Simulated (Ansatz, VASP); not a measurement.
# CaF2: VASP beside Ansatz

```
CELL_PARAMETERS angstrom
0.00000 2.71959 2.71959
2.71959 0.00000 2.71959
2.71959 2.71959 0.00000
ATOMIC_POSITIONS crystal
Ca 0.00000 0.00000 0.00000
F 0.25000 0.25000 0.25000
F 0.75000 0.75000 0.75000
```

Alike in both runs: task single point; functional r2SCAN; k mesh 8 × 8 × 8; no spin polarisation.

```csv
,VASP,Ansatz
version,VASP 6.6.1,Ansatz 0.2.0
potentials or method,"VASP PAW PBE potentials, release 64 (Ca_sv, F)","plane waves, PAW"
plane-wave cutoff (eV),660,500
occupations,"gaussian, width 0.01 eV",fixed
valence electrons in the cell,24,24
```

|  | VASP | Ansatz | Ansatz less VASP |
| --- | --- | --- | --- |
| gap on the k mesh at the Fermi level (eV) | 8.03 | 8.03 | +0.006 |
| pressure (GPa) | 0.4 | 0.0 | -0.41 |

VASP's potentials were made for PBE, not for r2SCAN.
